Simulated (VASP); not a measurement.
## AlRu: single point with PBE

AlRu:

```
Al Ru
1.0
     3.00408    0.00000    0.00000
     0.00000    3.00408    0.00000
     0.00000    0.00000    3.09421
Al Ru
1 1
Direct
  0.00000 0.00000 0.00000
  0.50000 0.50000 0.50000
```

This cell differs from its parent crystal: strain +0.000 along x and y, +0.030 along z.

```yaml
Program: VASP 6.6.1
Task: single point
Functional: PBE
Potentials_or_basis: VASP PAW PBE potentials, release 64 (Al, Ru_pv)
Cutoff: 520 eV
k_mesh: 20 × 20 × 20
Occupations: gaussian, width 0.15 eV
Spin: no spin polarisation
```

The pressure is -5.6 GPa.

Stress tensor (GPa, compression positive):
```
-4.14  0.00  0.00
 0.00 -4.14  0.00
 0.00  0.00 -8.59
```

Levels at points of the mesh, in eV from the Fermi level:
| k point | band 5 | band 6 | band 7 | band 8 | band 9 | band 10 | band 11 | band 12 | band 13 | band 14 |
| --- | --- | --- | --- | --- | --- | --- | --- | --- | --- | --- |
| (0.00, 0.00, 0.00) | -3.36 | -3.34 | 0.11 | 0.11 | 0.28 | 5.30 | 6.17 | 6.17 | 10.67 | 10.73 |
| (0.50, 0.00, 0.00) | -5.31 | -2.56 | -1.74 | -1.41 | 0.36 | 2.30 | 7.44 | 10.32 | 11.07 | 11.93 |
| (0.50, 0.50, 0.00) | -2.82 | -1.26 | -1.26 | -1.23 | -1.23 | 1.55 | 5.30 | 5.92 | 9.84 | 13.92 |
| (0.00, 0.00, 0.50) | -5.62 | -2.67 | -1.40 | -1.40 | 0.48 | 1.82 | 7.49 | 11.06 | 11.06 | 12.26 |
| (0.50, 0.00, 0.50) | -2.93 | -1.49 | -1.29 | -1.05 | -0.96 | 1.36 | 4.93 | 5.75 | 10.48 | 14.32 |
| (0.50, 0.50, 0.50) | -4.39 | -4.39 | 1.41 | 1.62 | 2.32 | 3.93 | 4.10 | 4.10 | 8.00 | 8.00 |

Run time: 120 s on 1 thread of Intel Xeon 6975P-C, with other jobs on the host, peak memory 0.4 GiB.

Caveat: the cell differs from its parent crystal (strain +0.000 along x and y, +0.030 along z).
